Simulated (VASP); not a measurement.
A run of VASP 6.6.1 is set up as follows.

The input INCAR:

```
ALGO     = Normal         # electronic algorithm
EDIFF    = 1E-6           # SCF threshold, eV
ENCUT    = 520            # plane-wave cutoff, eV
GGA      = CA             # functional
ISIF     = 2              # what is computed and relaxed
ISMEAR   = -1             # smearing method
LASPH    = True           # aspherical terms in the spheres
LCHARG   = False          # write CHGCAR
LREAL    = False          # projectors in reciprocal space
LWAVE    = False          # write WAVECAR
NBANDS   = 8              # bands
NELM     = 60             # most SCF steps
PREC     = Accurate       # precision mode
SIGMA    = 0.1            # smearing width, eV
```

File KPOINTS:

```
k-points
0
Gamma
  14 14 14
```

File POSCAR:

```
Si
1.0
    2.5644545072      0.0000000000      0.0000000000
    0.0000000000      2.5644545072      0.0000000000
    0.0000000000      0.0000000000      2.5644545072
Si
1
Direct
    0.0000000000      0.0000000000      0.0000000000
```

Potentials or basis: VASP PAW LDA potentials, release 64 (Si).

The run is started by

```console
$ cat potpaw_LDA.64/Si/POTCAR > POTCAR
$ mpirun -np 1 vasp_std > vasp.out
```

Problem. Predict the band gap on the k mesh.

Solution. Zero (band 2 reaches 15.07 eV, above the bottom of band 3 at 4.99 eV).

Problem. What does it give for the pressure?

Solution. -6.8 GPa.
